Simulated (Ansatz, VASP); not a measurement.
**AlNi in VASP and in Ansatz**

```
CELL_PARAMETERS angstrom
2.84644 -0.01328 -0.02367
-0.01328 2.86582 -0.00013
-0.02367 -0.00013 2.92475
ATOMIC_POSITIONS crystal
Al 0.99941 0.00325 0.00329
Ni 0.50848 0.48812 0.50621
```

Alike in both runs: task single point; functional PBE; k mesh 7 × 7 × 7; collinear spin.

|  | VASP | Ansatz |
| --- | --- | --- |
| version | VASP 6.6.1 | Ansatz 0.2.0 |
| potentials or method | VASP PAW PBE potentials, release 64 (Al, Ni), cutoff 520 eV | plane waves, PAW |
| occupations | fermi-dirac, width 0.1 eV | fermi-dirac |
| valence electrons in the cell | 13 | 21 |

|  | VASP | Ansatz | Ansatz less VASP |
| --- | --- | --- | --- |
| pressure (GPa) | 2.7 | 2.7 | +0.01 |
| traceless stress, the component that is largest in VASP (GPa) | 1.94 | 1.93 | -0.010 |
| rms of the force components (eV/Å) | 0.174 | 0.174 | -0.0007 |
| net moment per atom (μB) | 0.00 | 0.00 | 0.000 |

Atom by atom the forces differ by 0.001 eV/Å (rms over components). VASP's potentials hold 13 valence electrons a cell and Ansatz's 21, so a difference there can come from the potentials and not from the codes. Ansatz's warnings: seeded moment not kept, stress scf threshold loose.
